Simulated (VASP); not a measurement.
# AlN (Imm2) in VASP: single point with PBE+D3(BJ)

Aim: the single point of AlN with PBE+D3(BJ).

All numbers are computed with VASP 6.6.1; they aren't measurements. Logs are shortened: lines on timing, memory, paths and dates and some standing lists are left out, and cuts for length are marked.

## 1. The cell of the first run

The structure is orthorhombic, space group Imm2 (No. 44). Conventional cell: a = 3.106 Å, b = 3.121 Å, c = 4.403 Å, α = 90.00°, β = 90.00°, γ = 90.00°. Within 2.5 Å of Al (site symmetry mm2) lie 4 N at 1.90 to 1.91 Å. N (site symmetry mm2) has 4 Al at 1.90 to 1.91 Å within 2.5 Å.

## 2. Single point, PBE+D3(BJ)

The input, INCAR:

```
SYSTEM = AlN
PREC = Accurate
ENCUT = 600
EDIFF = 1E-6
ISMEAR = 0
SIGMA = 0.05
LREAL = .FALSE.
LASPH = .TRUE.
NELM = 120
ALGO = Normal
ISIF = 2
LWAVE = .FALSE.
LCHARG = .FALSE.
GGA = PE
IVDW = 12
NBANDS = 11
GGA_COMPAT = .FALSE.
```

The input, KPOINTS:

```
Automatic mesh
0
G
  12 12 12
  0 0 0
```

The input, POSCAR:

```
AlN
1.0
    0.0000000000      2.2070910722      2.2070910722
    2.2015871044      0.0055039678      2.2015871044
    2.2015871044      2.2015871044      0.0055039678
Al N
1 1
Direct
    0.0000000000      0.0000000000      0.0000000000
    0.7500000000      0.7500000000      0.7500000000
```

Potentials or basis: VASP PAW PBE potentials, release 64 (Al, N).

The run is started by

```
$ cat potpaw_PBE.64/Al/POTCAR potpaw_PBE.64/N/POTCAR > POTCAR
$ mpirun -np 1 vasp_std > vasp.out
```

OUTCAR:

```text
SYSTEM = AlN
   PREC = Accurate
   ENCUT = 600
   EDIFF = 1E-6
   ISMEAR = 0
   LREAL = .FALSE.
   LASPH = .TRUE.
   NELM = 120
   ISIF = 2
   GGA = PE
   IVDW = 12
 IVDW          = 12

 ion  position               nearest neighbor table
   1  0.000  0.000  0.000-   2 1.90   2 1.90   2 1.91   2 1.91
   2  0.750  0.750  0.750-   1 1.90   1 1.90   1 1.91   1 1.91

  LATTYP: Found a body centered orthorhombic cell.
 ALAT       =     3.1057305559
 B/A-ratio  =     1.0050125314
 C/A-ratio  =     1.4177579573

  Lattice vectors:

 A1 = (  -2.2015871044,   2.2015871044,   0.0055039678)
 A2 = (  -2.2015871044,  -2.2015871044,  -0.0055039678)
 A3 = (   2.2015871044,   0.0055039678,   2.2015871044)

Analysis of symmetry for initial positions (statically):
=====================================================================
 Subroutine PRICEL returns:
 Original cell was already a primitive cell.

 Routine SETGRP: Setting up the symmetry group for a
 body centered orthorhombic supercell.

 Subroutine GETGRP returns: Found  4 space group operations
 (whereof  4 operations were pure point group operations)
 out of a pool of  8 trial point group operations.

The static configuration has the point symmetry C_2v.

Analysis of symmetry for dynamics (positions and initial velocities):
=====================================================================
 Subroutine PRICEL returns:
 Original cell was already a primitive cell.

 Routine SETGRP: Setting up the symmetry group for a
 body centered orthorhombic supercell.

 Subroutine GETGRP returns: Found  4 space group operations
 (whereof  4 operations were pure point group operations)
 out of a pool of  8 trial point group operations.

The dynamic configuration has the point symmetry C_2v.

 Subroutine INISYM returns: Found  4 space group operations
 (whereof  4 operations are pure point group operations),
 and found     1 'primitive' translations

----------------------------------------------------------------------------------------

                                     Primitive cell

  volume of cell :      21.3420

  direct lattice vectors                    reciprocal lattice vectors
     0.000000000  2.207091072  2.207091072    -0.227108888  0.226542532  0.226542532
     2.201587104  0.005503968  2.201587104     0.227108888 -0.227678084  0.227678084
[... 91 lines left out ...]
   ISIF   =      2    stress and relaxation
   ISYM   =      2    0-nonsym 1-usesym 2-fastsym
   POTIM  = 0.5000    time-step for ionic-motion
   TEBEG  =    0.0;   TEEND  =   0.0 temperature during run
   PSTRESS=    0.0 pullay stress
   NELECT =       8.0000    total number of electrons
   NUPDOWN=      -1.0000    fix difference up-down
   EMIN   =  10.00;   EMAX   =-10.00  energy-range for DOS
   EFERMI =   0.00;   METHOD = LEGACY
   ISMEAR =     0;   SIGMA  =   0.05  broadening in eV -4-tet -1-fermi 0-gaus
   EFERMI_NEDOS =   21; number of points for ismear=-14 and -15
   IALGO  =     38    algorithm
   IMIX   =      4    mixing-type and parameters
     AMIX     =   0.40;   BMIX     =  1.00
     AMIX_MAG =   1.60;   BMIX_MAG =  1.00
  volume/ion in A,a.u.               =      10.67        72.01
  Fermi-wavevector in a.u.,A,eV,Ry     =   1.180393  2.230619 18.957365  1.393327
  Thomas-Fermi vector in A             =   2.316686
   LORBIT       =      0    0 simple, 1 ext, 2 COOP (PROOUT), +10 PAW based schemes
   GGA     = PE    functional components
   LHFCALC =     F    Hartree Fock is set to
   AEXX    =    0.0000 exact exchange contribution
   IVDW    =    12    specifies the selected vdW correction
   LEPSILON=     F    determine dielectric tensor
   LRPA    =     F    only Hartree local field effects (RPA)
 non-spin polarized calculation
 Gauss-broadening in eV      SIGMA  =   0.05
  energy-cutoff  :      600.00
  volume of cell :       21.34
 maximum number of plane-waves:       725
 NGX is ok and might be reduce to    28
   NGX = 13   NGY = 13   NGZ = 13

 number of electron       8.0000000 magnetization

 Free energy of the ion-electron system (eV)
  ---------------------------------------------------
  ext. energy  EPLUGINS =         0.00000000
  ---------------------------------------------------
  free energy    TOTEN  =       -14.84857603 eV

  energy without entropy =      -14.84857603  energy(sigma->0) =      -14.84857603

 E-fermi :   5.9920     XC(G=0): -10.8293

 val. band max:        5.7578973684   @ k =   0.0000   0.0000   0.0000
 cond. band min:       9.0495786223   @ k =   0.0000   0.5000   0.5000
 fundamental gap:      3.2916812540
 Fermi energy:         5.9920131539

 k-point     1 :       0.0000    0.0000    0.0000
  band No.  band energies     occupation
      1      -9.0984      2.00000
      2       5.7322      2.00000
      3       5.7448      2.00000
      4       5.7579      2.00000
      5       9.7290      0.00000
      6      18.0041      0.00000
      7      18.0695      0.00000
      8      18.1338      0.00000
      9      23.2412      0.00000
     10      23.2419      0.00000
     11      24.5667      0.00000
[... 309 lines left out ...]
 k-point    24 :       0.3333    0.1667    0.0000
  band No.  band energies     occupation
      1      -7.8193      2.00000
      2       2.1102      2.00000
      3       4.8114      2.00000
      4       4.8983      2.00000
      5      12.2357      0.00000
      6      15.8443      0.00000
      7      16.8058      0.00000
      8      18.7289      0.00000
      9      20.3382      0.00000
     10      24.7847      0.00000
     11      25.6967      0.00000

 [... further k-points ...]

------------------------ aborting loop because EDIFF is reached ----------------------------------------

 Edisp (eV)   -0.52621

 E8    (eV) :    -0.2058

  FORCE on cell =-STRESS in cart. coord.  units (eV):
  Direction    XX          YY          ZZ          XY          YZ          ZX
  --------------------------------------------------------------------------------------
  -------------------------------------------------------------------------------------
  Total      -0.59511    -0.59461    -0.59461     0.00000    -0.14271     0.00000
  in kB     -44.67592   -44.63836   -44.63836     0.00000   -10.71328     0.00000
  external pressure =      -44.65 kB  Pullay stress =        0.00 kB

 VOLUME and BASIS-vectors are now :
 -----------------------------------------------------------------------------
  energy-cutoff  :      600.00
  volume of cell :       21.34
      direct lattice vectors                 reciprocal lattice vectors
     0.000000000  2.207091072  2.207091072    -0.227108888  0.226542532  0.226542532
     2.201587104  0.005503968  2.201587104     0.227108888 -0.227678084  0.227678084
     2.201587104  2.201587104  0.005503968     0.227108888  0.227678084 -0.227678084

 POSITION                                       TOTAL-FORCE (eV/Angst)
 -----------------------------------------------------------------------------------
      0.00000      0.00000      0.00000        -0.040071     -0.000000     -0.000000
      3.30238      3.31064      3.31064         0.040071      0.000000      0.000000
 -----------------------------------------------------------------------------------
    total drift:                               -0.000015     -0.000000     -0.000000

  FREE ENERGIE OF THE ION-ELECTRON SYSTEM (eV)
  ---------------------------------------------------
  free  energy   TOTEN  =       -15.3747828690 eV

  energy  without entropy=      -15.3747828690  energy(sigma->0) =      -15.37478287
```

OSZICAR:

```text
N       E                     dE             d eps       ncg     rms          rms(c)
DAV:   1     0.146913270494E+02    0.14691E+02   -0.42300E+03  6232   0.688E+02
DAV:   2    -0.160574983462E+02   -0.30749E+02   -0.29593E+02  7298   0.154E+02
DAV:   3    -0.171784753950E+02   -0.11210E+01   -0.11192E+01  7598   0.284E+01
DAV:   4    -0.171846295414E+02   -0.61541E-02   -0.61536E-02  7108   0.220E+00
DAV:   5    -0.171847051578E+02   -0.75616E-04   -0.75616E-04  7531   0.240E-01    0.850E+00
DAV:   6    -0.148569122727E+02    0.23278E+01   -0.11953E+01  7686   0.180E+01    0.278E+00
DAV:   7    -0.148550874349E+02    0.18248E-02   -0.16169E-01  6874   0.316E+00    0.201E+00
DAV:   8    -0.148500628975E+02    0.50245E-02   -0.29692E-02  6760   0.173E+00    0.592E-01
DAV:   9    -0.148485289808E+02    0.15339E-02   -0.41867E-03  7579   0.412E-01    0.234E-01
DAV:  10    -0.148485675193E+02   -0.38539E-04   -0.54148E-04  6736   0.152E-01    0.196E-02
DAV:  11    -0.148485761263E+02   -0.86069E-05   -0.18327E-05  7282   0.298E-02    0.161E-02
DAV:  12    -0.148485760301E+02    0.96175E-07   -0.68244E-07  4508   0.664E-03
   1 F= -.15374783E+02 E0= -.15374783E+02  d E =-.704197E-14
```

It took 62 s on 1 thread of Intel Xeon Platinum 8488C (Sapphire Rapids), shared host; peak memory 0.22 GiB.

What came out:

| Property | Result |
| --- | --- |
| Free energy | -15.3748 eV |
| Pressure | -4.5 GPa |
| Largest force | 0.040 eV/Å |
| Band gap on the k mesh | 3.29 eV (least direct gap 3.97 eV) |
| Dispersion energy per atom | -0.263 eV |

Forces in eV/Å, atoms in the order of the input:
```
Al  -0.040  0.000  0.000
N    0.040  0.000  0.000
```

Stress tensor (GPa, compression positive):
```
-4.47  0.00  0.00
 0.00 -4.46 -1.07
 0.00 -1.07 -4.46
```

Levels at points of the mesh, in eV from the valence-band top:
| k point | band 1 | band 2 | band 3 | band 4 | band 5 | band 6 | band 7 | band 8 |
| --- | --- | --- | --- | --- | --- | --- | --- | --- |
| (0.00, 0.00, 0.00) | -14.86 | -0.03 | -0.01 | 0.00 | 3.97 | 12.25 | 12.31 | 12.38 |
| (0.50, 0.00, 0.00) | -12.89 | -5.77 | -0.48 | -0.48 | 7.17 | 9.69 | 10.98 | 11.04 |
| (0.00, 0.50, 0.00) | -12.87 | -5.76 | -0.50 | -0.50 | 7.13 | 9.69 | 10.93 | 10.98 |
| (0.50, 0.50, 0.00) | -12.27 | -4.84 | -1.76 | -1.76 | 3.29 | 8.46 | 13.62 | 15.42 |
| (0.00, 0.50, 0.50) | -12.27 | -4.84 | -1.79 | -1.73 | 3.29 | 8.46 | 13.62 | 15.40 |

Caveat: three body term missing; the cell stands under tension. A k mesh can miss the band edges.
